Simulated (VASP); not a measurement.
Crystal: GaSb.

```
CELL_PARAMETERS angstrom
-2.75343 2.75343 1.59071
2.75343 -2.75343 1.59071
2.75343 2.75343 -1.59071
ATOMIC_POSITIONS crystal
Sb 0.00000 0.00000 0.00000
Ga 0.75000 0.25000 0.50000
```

- Program: VASP 6.6.1
- Task: relaxation of cell and atoms
- Functional: BLYP
- Potentials or basis: VASP PAW PBE potentials, release 64 (Sb, Ga_d)
- Cutoff: 600 eV
- k mesh: 10 × 10 × 10
- Occupations: fermi-dirac, width 0.05 eV
- Spin: no spin polarisation

At the start: pressure 5.1 GPa; volume 24.12 Å³/atom.

Task: Where does the relaxation end?

Result: Over 3 steps the energy falls by 40.6 meV/atom and the volume is 26.90 Å³/atom (+11.5 %); space group I-4m2 (No. 119, to 0.1 Å) before and after.

The path:
```tsv
step	energy change (eV)	largest force (eV/Å)	pressure (GPa)	volume (Å³)
1	0.0000	0.0000	5.14	48.24
2	-0.0812	0.0000	-0.03	53.85
3	-0.0812	0.0000	0.02	53.80
```

Final structure:
```cif
data_structure
_symmetry_space_group_name_H-M 'P 1'
_symmetry_Int_Tables_number 1
_cell_length_a 4.3669
_cell_length_b 4.3669
_cell_length_c 4.3669
_cell_angle_alpha 98.142
_cell_angle_beta 98.142
_cell_angle_gamma 135.787
_cell_volume 53.80
loop_
_atom_site_label
_atom_site_type_symbol
_atom_site_fract_x
_atom_site_fract_y
_atom_site_fract_z
_atom_site_occupancy
Sb1 Sb 0.00000 0.00000 0.00000 1
Ga1 Ga 0.75000 0.25000 0.50000 1
```

Caveat: the PAW data sets were made with another functional, which shifts forces and pressure a little.
